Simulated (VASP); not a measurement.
# Sn (Fd-3m) in VASP: further runs

Sn is run at these levels: PBE; tasks: single point.

All numbers are computed with VASP 6.6.1; they aren't measurements. Logs are shortened: lines on timing, memory, paths and dates and some standing lists are left out, and cuts for length are marked.

### Step 1. The cell of the first run

The structure is cubic, space group Fd-3m (No. 227). The conventional cell has a = 6.652 Å, b = 6.652 Å, c = 6.652 Å, α = 90.00°, β = 90.00°, γ = 90.00°. Within 3.8 Å of Sn (site symmetry -43m) lie 4 Sn at 2.88 Å.

This isn't the form of Sn at room conditions, which is tetragonal (white tin).

### Step 2. Single point, PBE

The input, INCAR:

```
SYSTEM = Sn
  ALGO = Normal
  EDIFF = 1E-6
  ENCUT = 500
  GGA = PE
  GGA_COMPAT = .False.
  ISIF = 2
  ISMEAR = 1
  LASPH = .True.
  LCHARG = .True.
  LELF = .True.
  LREAL = .False.
  LVHAR = .True.
  LWAVE = .False.
  NBANDS = 21
  NELM = 120
  PREC = Accurate
  SIGMA = 0.02
```

The input, KPOINTS:

```
k-points
0
Gamma
  7 7 7
  0 0 0
```

The input, POSCAR:

```
Sn
1.0
    0.0000000000      3.3259731115      3.3259731115
    3.3259731115      0.0000000000      3.3259731115
    3.3259731115      3.3259731115      0.0000000000
Sn
2
Direct
    0.0000000000      0.0000000000      0.0000000000
    0.2500000000      0.2500000000      0.2500000000
```

Potentials or basis: VASP PAW PBE potentials, release 64 (Sn_d).

Run with:

```bash
$ cat potpaw_PBE.64/Sn_d/POTCAR > POTCAR
$ mpirun -np 1 vasp_std > vasp.out
```

OUTCAR:

```text
SYSTEM = Sn
   EDIFF = 1E-6
   ENCUT = 500
   GGA = PE
   ISIF = 2
   ISMEAR = 1
   LASPH = .True.
   LREAL = .False.
   NELM = 120
   PREC = Accurate

 ion  position               nearest neighbor table
   1  0.000  0.000  0.000-   2 2.88   2 2.88   2 2.88   2 2.88
   2  0.250  0.250  0.250-   1 2.88   1 2.88   1 2.88   1 2.88

  LATTYP: Found a face centered cubic cell.
 ALAT       =     6.6519462230

  Lattice vectors:

 A1 = (   0.0000000000,   3.3259731115,   3.3259731115)
 A2 = (   3.3259731115,   0.0000000000,   3.3259731115)
 A3 = (   3.3259731115,   3.3259731115,   0.0000000000)

Analysis of symmetry for initial positions (statically):
=====================================================================
 Subroutine PRICEL returns:
 Original cell was already a primitive cell.

 Routine SETGRP: Setting up the symmetry group for a
 face centered cubic supercell.

 Subroutine GETGRP returns: Found 48 space group operations
 (whereof 24 operations were pure point group operations)
 out of a pool of 48 trial point group operations.

The static configuration has the point symmetry T_d .
 The point group associated with its full space group is O_h .

Analysis of symmetry for dynamics (positions and initial velocities):
=====================================================================
 Subroutine PRICEL returns:
 Original cell was already a primitive cell.

 Routine SETGRP: Setting up the symmetry group for a
 face centered cubic supercell.

 Subroutine GETGRP returns: Found 48 space group operations
 (whereof 24 operations were pure point group operations)
 out of a pool of 48 trial point group operations.

The dynamic configuration has the point symmetry T_d .
 The point group associated with its full space group is O_h .

 Subroutine INISYM returns: Found 48 space group operations
 (whereof 24 operations are pure point group operations),
 and found     1 'primitive' translations

----------------------------------------------------------------------------------------

                                     Primitive cell

  volume of cell :      73.5845

  direct lattice vectors                    reciprocal lattice vectors
     0.000000000  3.325973112  3.325973112    -0.150331943  0.150331943  0.150331943
     3.325973112  0.000000000  3.325973112     0.150331943 -0.150331943  0.150331943
     3.325973112  3.325973112  0.000000000     0.150331943  0.150331943 -0.150331943

  length of vectors
     4.703636282  4.703636282  4.703636282     0.260382563  0.260382563  0.260382563

  position of ions in fractional coordinates (direct lattice)
     0.000000000  0.000000000  0.000000000
     0.250000000  0.250000000  0.250000000

  ion indices of the primitive-cell ions
   primitive index   ion index
                 1           1
                 2           2

----------------------------------------------------------------------------------------

 KPOINTS: k-points

Automatic generation of k-mesh.
 Grid dimensions read from file:
 generate k-points for:    7    7    7

 Generating k-lattice:

  Cartesian coordinates                     Fractional coordinates (reciprocal lattice)
    -0.021475992  0.021475992  0.021475992     0.142857143  0.000000000  0.000000000
     0.021475992 -0.021475992  0.021475992     0.000000000  0.142857143  0.000000000
     0.021475992  0.021475992 -0.021475992     0.000000000  0.000000000  0.142857143

  Length of vectors
     0.037197509  0.037197509  0.037197509

  Shift w.r.t. Gamma in fractional coordinates (k-lattice)
     0.000000000  0.000000000  0.000000000

 Subroutine IBZKPT returns following result:
 ===========================================

 Found     20 irreducible k-points:

 Following reciprocal coordinates:
            Coordinates               Weight
  0.000000  0.000000  0.000000      1.000000
  0.142857  0.000000  0.000000      8.000000
  0.285714  0.000000  0.000000      8.000000
  0.428571  0.000000  0.000000      8.000000
  0.142857  0.142857  0.000000      6.000000
  0.285714  0.142857  0.000000     24.000000
[... 12 lines left out ...]
 -0.428571  0.428571  0.142857     24.000000
 -0.285714  0.428571  0.142857     24.000000
   k-points           NKPTS =     20   k-points in BZ     NKDIM =     20   number of bands    NBANDS=     21
   number of dos      NEDOS =    301   number of ions     NIONS =      2
   total plane-waves  NPLWV =  46656
   dimension x,y,z NGX =    36 NGY =   36 NGZ =   36
   dimension x,y,z NGXF=    72 NGYF=   72 NGZF=   72
   ions per type =               2
   NGX,Y,Z   is equivalent  to a cutoff of  12.72, 12.72, 12.72 a.u.
   NGXF,Y,Z  is equivalent  to a cutoff of  25.45, 25.45, 25.45 a.u.
 SYSTEM =  Sn
   PREC   = accura    normal or accurate (medium, high low for compatibility)
   ISTART =      0    job   : 0-new  1-cont  2-samecut
   ICHARG =      2    charge: 1-file 2-atom 10-const
   ISPIN  =      1    spin polarized calculation?
   LNONCOLLINEAR =      F non collinear calculations
   LSORBIT =      F    spin-orbit coupling
   LASPH  =      T    aspherical Exc in radial PAW
   ENCUT  =  500.0 eV  36.75 Ry    6.06 a.u.   8.58  8.58  8.58*2*pi/ulx,y,z
   NELM   =    120;   NELMIN=  2; NELMDL= -5     # of ELM steps
   EDIFF  = 0.1E-05   stopping-criterion for ELM
   LREAL  =      F    real-space projection
   EDIFFG = 0.1E-04   stopping-criterion for IOM
   NSW    =      0    number of steps for IOM
   IBRION =     -1    ionic relax: 0-MD 1-quasi-New 2-CG
   NFREE  =      0    steps in history (QN), initial steepest desc. (CG)
   ISIF   =      2    stress and relaxation
   ISYM   =      2    0-nonsym 1-usesym 2-fastsym
   POTIM  = 0.5000    time-step for ionic-motion
   TEBEG  =    0.0;   TEEND  =   0.0 temperature during run
   PSTRESS=    0.0 pullay stress
   NELECT =      28.0000    total number of electrons
   NUPDOWN=      -1.0000    fix difference up-down
   EMIN   =  10.00;   EMAX   =-10.00  energy-range for DOS
   EFERMI =   0.00;   METHOD = LEGACY
   ISMEAR =     1;   SIGMA  =   0.02  broadening in eV -4-tet -1-fermi 0-gaus
   EFERMI_NEDOS =   21; number of points for ismear=-14 and -15
   IALGO  =     38    algorithm
   IMIX   =      4    mixing-type and parameters
     AMIX     =   0.40;   BMIX     =  1.00
     AMIX_MAG =   1.60;   BMIX_MAG =  1.00
  volume/ion in A,a.u.               =      36.79       248.29
  Fermi-wavevector in a.u.,A,eV,Ry     =   1.186312  2.241804 19.147958  1.407335
  Thomas-Fermi vector in A             =   2.322487
   LORBIT       =      0    0 simple, 1 ext, 2 COOP (PROOUT), +10 PAW based schemes
   GGA     = PE    functional components
   LHFCALC =     F    Hartree Fock is set to
   AEXX    =    0.0000 exact exchange contribution
   IVDW    =     0    specifies the selected vdW correction
   LEPSILON=     F    determine dielectric tensor
   LRPA    =     F    only Hartree local field effects (RPA)
 non-spin polarized calculation
 Methfessel and Paxton  Order N= 1 SIGMA  =   0.02
  energy-cutoff  :      500.00
  volume of cell :       73.58
 maximum number of plane-waves:      1893
 NGX is ok and might be reduce to    36
   NGX = 17   NGY = 17   NGZ = 17

 number of electron      28.0000006 magnetization

 Free energy of the ion-electron system (eV)
  ---------------------------------------------------
  ext. energy  EPLUGINS =         0.00000000
  ---------------------------------------------------
  free energy    TOTEN  =        -7.67588591 eV

  energy without entropy =       -7.67578967  energy(sigma->0) =       -7.67585383

 E-fermi :   4.7749     XC(G=0):  -8.5509

 val. band max:        4.6645735718   @ k =   0.1429   0.0000   0.0000
 cond. band min:       4.7810883017   @ k =   0.4286   0.0000   0.0000
 fundamental gap:      0.1165147299
 Fermi energy:         4.7748574422

 k-point     1 :       0.0000    0.0000    0.0000
  band No.  band energies     occupation
      1     -16.6610      2.00000
      2     -16.6610      2.00000
      3     -16.6610      2.00000
      4     -16.6112      2.00000
      5     -16.6112      2.00000
      6     -16.3578      2.00000
[... 13 lines left out ...]
     20      12.6750      0.00000
     21      12.6750      0.00000

 k-point     2 :       0.1429    0.0000    0.0000
  band No.  band energies     occupation
      1     -16.6715      2.00000
      2     -16.6715      2.00000
      3     -16.6569      2.00000
      4     -16.5962      2.00000
      5     -16.5962      2.00000
      6     -16.3815      2.00000
[... 13 lines left out ...]
     20      11.8236      0.00000
     21      11.8236      0.00000

 k-point     3 :       0.2857    0.0000    0.0000
  band No.  band energies     occupation
      1     -16.6843      2.00000
      2     -16.6843      2.00000
      3     -16.6473      2.00000
      4     -16.5745      2.00000
      5     -16.5745      2.00000
      6     -16.4011      2.00000
[... 13 lines left out ...]
     20      11.8165      0.00000
     21      11.8165      0.00000

 k-point     4 :       0.4286    0.0000    0.0000
  band No.  band energies     occupation
      1     -16.6902      2.00000
      2     -16.6902      2.00000
      3     -16.6391      2.00000
      4     -16.5631      2.00000
      5     -16.5631      2.00000
      6     -16.4101      2.00000
[... 13 lines left out ...]
     20      12.9699      0.00000
     21      12.9699      0.00000

 k-point     5 :       0.1429    0.1429    0.0000
  band No.  band energies     occupation
      1     -16.6701      2.00000
      2     -16.6701      2.00000
      3     -16.6669      2.00000
      4     -16.5983      2.00000
      5     -16.5798      2.00000
      6     -16.4106      2.00000
[... 13 lines left out ...]
     20      11.0046      0.00000
     21      12.8964      0.00000
[... 286 lines left out ...]
     20      12.9438      0.00000
     21      13.5577      0.00000

 k-point    18 :      -0.4286    0.2857    0.1429
  band No.  band energies     occupation
      1     -16.7150      2.00000
      2     -16.7033      2.00000
      3     -16.5980      2.00000
      4     -16.5389      2.00000
      5     -16.5138      2.00000
      6     -16.4745      2.00000
[... 13 lines left out ...]
     20      13.0061      0.00000
     21      13.8410      0.00000

 k-point    19 :      -0.4286    0.4286    0.1429
  band No.  band energies     occupation
      1     -16.7118      2.00000
      2     -16.7097      2.00000
      3     -16.5912      2.00000
      4     -16.5339      2.00000
      5     -16.5121      2.00000
      6     -16.4661      2.00000
[... 13 lines left out ...]
     20      13.4445      0.00000
     21      14.7556      0.00000

 k-point    20 :      -0.2857    0.4286    0.1429
  band No.  band energies     occupation
      1     -16.7207      2.00000
      2     -16.7105      2.00000
      3     -16.5718      2.00000
      4     -16.5168      2.00000
      5     -16.5034      2.00000
      6     -16.4775      2.00000
[... 13 lines left out ...]
     20      13.3248      0.00000
     21      14.8883      0.00000

------------------------ aborting loop because EDIFF is reached ----------------------------------------

  FORCE on cell =-STRESS in cart. coord.  units (eV):
  Direction    XX          YY          ZZ          XY          YZ          ZX
  --------------------------------------------------------------------------------------
  -------------------------------------------------------------------------------------
  Total       -0.0050834     -0.0050834     -0.0050834      0.0000000      0.0000000     -0.0000000
  in kB       -0.1106834     -0.1106834     -0.1106834      0.0000000      0.0000000     -0.0000000
  external PRESSURE =      -0.1106834 kB  Pullay stress =       0.0000000 kB

 VOLUME and BASIS-vectors are now :
 -----------------------------------------------------------------------------
  energy-cutoff  :      500.00
  volume of cell :       73.58
      direct lattice vectors                 reciprocal lattice vectors
     0.000000000  3.325973112  3.325973112    -0.150331943  0.150331943  0.150331943
     3.325973112  0.000000000  3.325973112     0.150331943 -0.150331943  0.150331943
     3.325973112  3.325973112  0.000000000     0.150331943  0.150331943 -0.150331943

 POSITION                                       TOTAL-FORCE (eV/Angst)
 -----------------------------------------------------------------------------------
      0.00000      0.00000      0.00000        -0.000000     -0.000000     -0.000000
      1.66299      1.66299      1.66299         0.000000      0.000000      0.000000
 -----------------------------------------------------------------------------------
    total drift:                                0.000000      0.000000      0.000000

  FREE ENERGIE OF THE ION-ELECTRON SYSTEM (eV)
  ---------------------------------------------------
  free  energy   TOTEN  =        -7.6758859100 eV

  energy  without entropy=       -7.6757896735  energy(sigma->0) =       -7.67585383
```

It took 42 s on 1 thread of Intel Xeon Platinum 8175M at 2.50GHz (Skylake/Cascade Lake), shared host; peak memory 0.2 GiB.

Results:

| Item | Value |
| --- | --- |
| Free energy | -7.6759 eV |
| Pressure | 0.0 GPa |
| Band gap on the k mesh | zero (bands 14 and 15 overlap by 0.20 eV) |

Caveat: spin-orbit coupling is left out, which moves the levels of the heavy elements.

### Step 3. Single point, PBE

This run uses another cell than the first one, of 36.24 Å³/atom.

The input, INCAR:

```
  PREC = Accurate
  ENCUT = 500
  EDIFF = 1E-6
  ISMEAR = 1
  SIGMA = 0.02
  LREAL = F
  LASPH = T
  NELM = 120
  ALGO = Normal
  ISIF = 2
  LWAVE = F
  LCHARG = F
  GGA = PE
  NBANDS = 21
  GGA_COMPAT = F
```

The input, KPOINTS:

```
Automatic mesh
0
Gamma
  7 7 7
```

The input, POSCAR:

```
Sn
1.0
    0.0000000000      3.3092593967      3.3092593967
    3.3092593967      0.0000000000      3.3092593967
    3.3092593967      3.3092593967      0.0000000000
Sn
2
Direct
    0.0000000000      0.0000000000      0.0000000000
    0.2500000000      0.2500000000      0.2500000000
```

Potentials or basis: VASP PAW PBE potentials, release 64 (Sn_d).

Run with:

```bash
$ cat potpaw_PBE.64/Sn_d/POTCAR > POTCAR
$ mpirun -np 1 vasp_std > vasp.out
```

It took 38 s on 1 thread of Intel Xeon Platinum 8175M at 2.50GHz (Skylake/Cascade Lake), shared host; peak memory 0.2 GiB.

The run converged. Its results:

| Property | Result |
| --- | --- |
| Free energy | -7.6737 eV |
| Pressure | 0.6 GPa |
| Band gap on the k mesh | zero (bands 14 and 15 overlap by 0.17 eV) |

Levels at points of the mesh, in eV from the Fermi level:
| k point | band 10 | band 11 | band 12 | band 13 | band 14 | band 15 | band 16 | band 17 | band 18 | band 19 |
| --- | --- | --- | --- | --- | --- | --- | --- | --- | --- | --- |
| (0.00, 0.00, 0.00) | -21.17 | -10.13 | -0.95 | 0.18 | 0.18 | 0.18 | 2.24 | 2.24 | 2.24 | 5.07 |

Caveat: spin-orbit coupling is left out, which moves the levels of the heavy elements.

### Step 4. Single point, PBE

This run uses another cell than the first one, of 37.34 Å³/atom.

The input, INCAR:

```
PREC = Accurate
ENCUT = 500
EDIFF = 1E-6
ISMEAR = 1
SIGMA = 0.02
LREAL = False
LASPH = True
NELM = 120
ALGO = Normal
ISIF = 2
LWAVE = False
LCHARG = True
GGA = PE
LELF = True
LVHAR = True
NBANDS = 21
GGA_COMPAT = False
```

The input, KPOINTS:

```
regular mesh
0
Gamma
  7 7 7
```

The input, POSCAR:

```
Sn
1.0
    0.0000000000      3.3425205138      3.3425205138
    3.3425205138      0.0000000000      3.3425205138
    3.3425205138      3.3425205138      0.0000000000
Sn
2
Direct
    0.0000000000      0.0000000000      0.0000000000
    0.2500000000      0.2500000000      0.2500000000
```

Run with:

```bash
$ cat potpaw_PBE.64/Sn_d/POTCAR > POTCAR
$ mpirun -np 1 vasp_std > vasp.out
```

Wall time 37 s (1 thread of Intel Xeon Platinum 8175M at 2.50GHz (Skylake/Cascade Lake), shared host); peak memory 0.2 GiB.

It converged, with:

```
Free energy            : -7.6743 eV
Pressure               : -0.5 GPa
Band gap on the k mesh : zero (bands 14 and 15 overlap by 0.22 eV)
```

Levels at points of the mesh, in eV from the Fermi level:
```tsv
k point	band 12	band 13	band 14	band 15	band 16	band 17
(0.00, 0.00, 0.00)	-1.10	0.23	0.23	0.23	2.28	2.28
```

Caveat: spin-orbit coupling is left out, which moves the levels of the heavy elements.

### Step 5. Summary

```tsv
cell	gap on the mesh (eV)	pressure (GPa)
a = 4.704 Å, angles 60.0°, 2 atoms	none	0.0
a = 4.680 Å, angles 60.0°, 2 atoms	none	0.6
a = 4.727 Å, angles 60.0°, 2 atoms	none	-0.5
```

Alike in all rows: task single point; level PBE; potentials or basis VASP PAW PBE potentials, release 64 (Sn_d); no spin polarisation; k mesh 7 × 7 × 7; cutoff (eV) 500; smearing methfessel-paxton 0.02 eV.

Caveats: spin-orbit coupling is left out, which moves the levels of the heavy elements.

Total energies depend on the potentials used, so only differences within one code and one set of settings carry meaning.
